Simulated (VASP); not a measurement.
Set up this calculation in VASP 6.6.1, as the native input.

```
Task                   : single point
Functional             : PBE
Dispersion             : D3(BJ)
Potentials or basis    : VASP PAW PBE potentials, release 64 (In_d, Sb)
Cutoff                 : 520 eV
k mesh                 : 4 × 4 × 8
Occupations            : gaussian, width 0.05 eV
Spin                   : no spin polarisation
Dipole correction      : no
Further INCAR settings : ALGO = Normal; EDIFF = 1e-06; NBANDS = 26
```

The structure of InSb lies in POSCAR:

```
InSb
1.0
    5.6125387992      0.0000000000      0.0000000000
    0.0000000000      5.6158455717      0.0000000000
    0.0000000000      0.0000000000      3.4047777960
In Sb
2 2
Direct
    0.0000000000      0.0000000000      0.0008859710
    0.5000000000      0.5000000000     -0.0008859710
    0.5000000000      0.0000000000      0.6579777705
    0.0000000000      0.5000000000      0.3420222295
```

One way to write it, as run:

INCAR

```
ALGO     = Normal         # electronic algorithm
EDIFF    = 1E-6           # SCF threshold, eV
ENCUT    = 520            # plane-wave cutoff, eV
GGA      = PE             # functional
ISIF     = 2              # what is computed and relaxed
ISMEAR   = 0              # smearing method
IVDW     = 12             # dispersion correction
LASPH    = True           # aspherical terms in the spheres
LCHARG   = False          # write CHGCAR
LREAL    = False          # projectors in reciprocal space
LWAVE    = False          # write WAVECAR
NBANDS   = 26             # bands
NELM     = 100            # most SCF steps
PREC     = Accurate       # precision mode
SIGMA    = 0.05           # smearing width, eV
```

KPOINTS

```
k-points
0
Gamma
  4 4 8
```

Potentials or basis: VASP PAW PBE potentials, release 64 (In_d, Sb).

Launch:

```console
$ cat potpaw_PBE.64/In_d/POTCAR potpaw_PBE.64/Sb/POTCAR > POTCAR
$ mpirun -np 1 vasp_std > vasp.out
```

Results of the run:

```yaml
Pressure: -0.3 GPa
Largest_force: 0.008 eV/Å
Band_gap_on_the_k_mesh: zero (band 18 reaches 9.80 eV, above the bottom of band 19 at 6.34 eV)
Dispersion_energy_per_atom: -0.424 eV
```

Caveat: three body term missing; spin-orbit coupling is left out, which moves the levels of the heavy elements; pairwise dispersion overbinds metals, which lowers pressure and volume.

It took 56 s on 1 thread of Intel(R) Xeon(R) 6975P-C (Granite Rapids) (shared host), peak memory 0.29 GiB.
